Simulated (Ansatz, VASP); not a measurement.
**One calculation of MgBe2Te3, two programs**

```
CELL_PARAMETERS angstrom
5.91086 0.00000 0.00000
-2.95543 5.11895 0.00000
0.00000 0.00000 4.15161
ATOMIC_POSITIONS crystal
Mg 0.00000 0.00000 0.88881
Be 0.66667 0.33333 0.96314
Be 0.33333 0.66667 0.96314
Te 0.50000 0.50000 0.45952
Te 0.50000 0.00000 0.45952
Te 0.00000 0.50000 0.45952
```

Change from the starting cell: species swapped into the ErCo3Ge2 type (P6mm, No. 183).

Alike in both runs: task relaxation of cell and atoms; functional PBE; k mesh 3 × 3 × 4; occupations gaussian, width 0.1 eV; no spin polarisation.

|  | VASP | Ansatz |
| --- | --- | --- |
| version | VASP 6.6.1 | Ansatz 0.2.0 |
| potentials or method | VASP PAW PBE potentials, release 64 (Mg, Be, Te), cutoff 600 eV | scalar-relativistic, plane waves, PAW |
| valence electrons in the cell | 24 | 62 |

Ansatz gave:

```
gap on the k mesh at the Fermi level, each at its own relaxed structure (eV) : none
relaxed volume (Å³/atom)                                                     : 27.66
relaxed cell length with the largest relative difference (Å)                 : 7.721
```

**Question.** Estimate VASP's values.

**Answer.** gap on the k mesh at the Fermi level, each at its own relaxed structure (eV): none; relaxed volume (Å³/atom): 27.52; relaxed cell length with the largest relative difference (Å): 7.708.

A gap of «none» marks a metal or a gap that the smearing closes. VASP's potentials hold 24 valence electrons a cell and Ansatz's 62, so a difference there can come from the potentials and not from the codes.

The k mesh is coarse, so the values compare programs but aren't converged. Neither program's run includes spin-orbit coupling. Noted on VASP's run: the volume moved by over 15 % at a fixed basis, so the end points are rough.
